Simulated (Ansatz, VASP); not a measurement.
F in VASP and in Ansatz

Contents of POSCAR:

```
F
1.0
    2.5091117238     -1.6565964308      0.2735067879
    2.5091117238      1.6565964308      0.2735067879
   -0.6925101725      0.0000000000      6.5084418016
F
4
Direct
    0.9075218338      0.5919918657      0.0946097114
    0.4080081343      0.0924781662      0.4053902886
    0.0924781662      0.4080081343      0.9053902886
    0.5919918657      0.9075218338      0.5946097114
```

INCAR.step1

```
SYSTEM = F
  PREC = Accurate
  ENCUT = 520
  ISMEAR = -1
  SIGMA = 0.05
  LREAL = .False.
  LASPH = .True.
  NELM = 60
  NBANDS = 22
  GGA = PE
  ALGO = Normal
  EDIFF = 1E-4
  LWAVE = .True.
  LCHARG = .False.
```

Contents of INCAR.step2:

```
SYSTEM = F
  PREC = Accurate
  ENCUT = 520
  EDIFF = 1E-7
  ISMEAR = -1
  SIGMA = 0.05
  LREAL = .False.
  LASPH = .True.
  NELM = 60
  ALGO = Normal
  ISIF = 2
  LWAVE = .False.
  LCHARG = .False.
  METAGGA = R2SCAN
  LMIXTAU = .True.
  NBANDS = 22
  ISTART = 1
```

File KPOINTS:

```
Automatic mesh
0
Gamma
  10 10 4
  0 0 0
```

Input for Ansatz:

```yaml
crystal:
  lattice:
    - [2.5091117238, -1.6565964308, 0.2735067879]
    - [2.5091117238, 1.6565964308, 0.2735067879]
    - [-0.6925101725, 0.0, 6.5084418016]
  atoms:
    - { symbol: F, position: [0.9075218338, 0.5919918657, 0.0946097114] }
    - { symbol: F, position: [0.4080081343, 0.0924781662, 0.4053902886] }
    - { symbol: F, position: [0.0924781662, 0.4080081343, 0.9053902886] }
    - { symbol: F, position: [0.5919918657, 0.9075218338, 0.5946097114] }
hamiltonian:
  xc: r2scan
  pseudopotentials:
    kind: paw
    azcp:
      F: "pseudopotentials/F.paw.azcp"
basis:
  ecutwfc: 500
  fft_grid_basis: typed
kpoints:
  mp_grid: { grid: [10, 10, 4], shift: [0, 0, 0] }
magnetization:
  spin_polarized: false
scf:
  occupations: { method: fermi_dirac, width: 0.05 }
  lower_state_search: "off"
output:
  stress: true
  write_density: true
  write_potential: true
  elf: true
  volumetric_format: npy
```

Alike in both runs: task single point; functional r2SCAN; k mesh 10 × 10 × 4; occupations fermi-dirac, width 0.05 eV; no spin polarisation.

|  | VASP | Ansatz |
| --- | --- | --- |
| version | VASP 6.6.1 | Ansatz 0.2.0 |
| potentials or method | VASP PAW PBE potentials, release 64 (F), cutoff 520 eV | plane waves (500 eV) with PAW, scalar-relativistic |
| valence electrons in the cell | 28 | 28 |

VASP gave:

```
gap on the k mesh at the Fermi level (eV)                     : 4.07
pressure (GPa)                                                : 3.4
traceless stress, the component that is largest in VASP (GPa) : 5.27
```

Which values does Ansatz return?

gap on the k mesh at the Fermi level (eV): 4.16; pressure (GPa): 2.4; traceless stress, the component that is largest in VASP (GPa): 2.90.

VASP's potentials were made for PBE, not for r2SCAN.
